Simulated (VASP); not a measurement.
A run of VASP 6.6.1 is set up as follows.

The input INCAR:

```
ALGO = Normal
EDIFF = 1E-8
ENCUT = 520
GGA = PE
ISIF = 2
ISMEAR = -1
LASPH = T
LCHARG = F
LEFG = T
LREAL = F
LWAVE = F
NBANDS = 16
NELM = 80
PREC = Accurate
SIGMA = 0.05
```

The input KPOINTS:

```
k-points
0
Gamma
  12 12 12
```

POSCAR

```
CuI
1.0
    0.0000000000      3.0395165369      3.0395165369
    3.0395165369      0.0000000000      3.0395165369
    3.0395165369      3.0395165369      0.0000000000
Cu I
1 1
Direct
    0.0000000000      0.0000000000      0.0000000000
    0.2500000000      0.2500000000      0.2500000000
```

Potentials or basis: VASP PAW PBE potentials, release 64 (Cu, I).

Command:

```sh
$ cat potpaw_PBE.64/Cu/POTCAR potpaw_PBE.64/I/POTCAR > POTCAR
$ mpirun -np 1 vasp_std > vasp.out
```

(1) Predict the band gap on the k mesh.

(2) Predict the pressure.

Answers

(1) 1.12 eV.

(2) 0.0 GPa.

Caveat: spin-orbit coupling is left out, which moves the levels of the heavy elements.
